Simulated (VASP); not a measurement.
DyMgSb3, 5 atoms in the cell. Symmetry: Pm-3m, No. 221, cubic system. Conventional cell: a = 5.740 Å, b = 5.740 Å, c = 5.740 Å, α = 90.00°, β = 90.00°, γ = 90.00°. Dy (site symmetry m-3m) has 6 Sb at 2.87 Å within 3.8 Å. Within 5.3 Å of Mg (site symmetry m-3m) lie 12 Sb at 4.06 Å and 8 Dy at 4.97 Å. Sb (site symmetry 4/mmm) has 2 Dy at 2.87 Å within 3.8 Å. The cell was generated, and may not be a known phase.

| Item | Value |
| --- | --- |
| Program | VASP 6.6.1 |
| Task | single point |
| Functional | PBE |
| Potentials or basis | VASP PAW PBE potentials, release 64 (Dy_3, Mg, Sb), 4f in core |
| Cutoff | 600 eV |
| k mesh | 4 × 4 × 4 |
| Occupations | gaussian, width 0.1 eV |
| Spin | no spin polarisation |
| Dipole correction | no |
| Further INCAR settings | ALGO = Normal; EDIFF = 1e-06; NBANDS = 21 |

Potentials or basis: VASP PAW PBE potentials, release 64 (Dy_3, Mg, Sb), 4f in core.

Run with:

```sh
$ cat potpaw_PBE.64/Dy_3/POTCAR potpaw_PBE.64/Mg/POTCAR potpaw_PBE.64/Sb/POTCAR > POTCAR
$ mpirun -np 1 vasp_std > vasp.out
```

Hardware: 1 thread of Intel(R) Xeon(R) Platinum 8488C (Sapphire Rapids), with other jobs on the host.

How long does it take, and how much memory?

It took 34 s on 1 thread of Intel(R) Xeon(R) Platinum 8488C (Sapphire Rapids) (shared host), peak memory 0.34 GiB. Counts: scf iterations 13, k points 10.
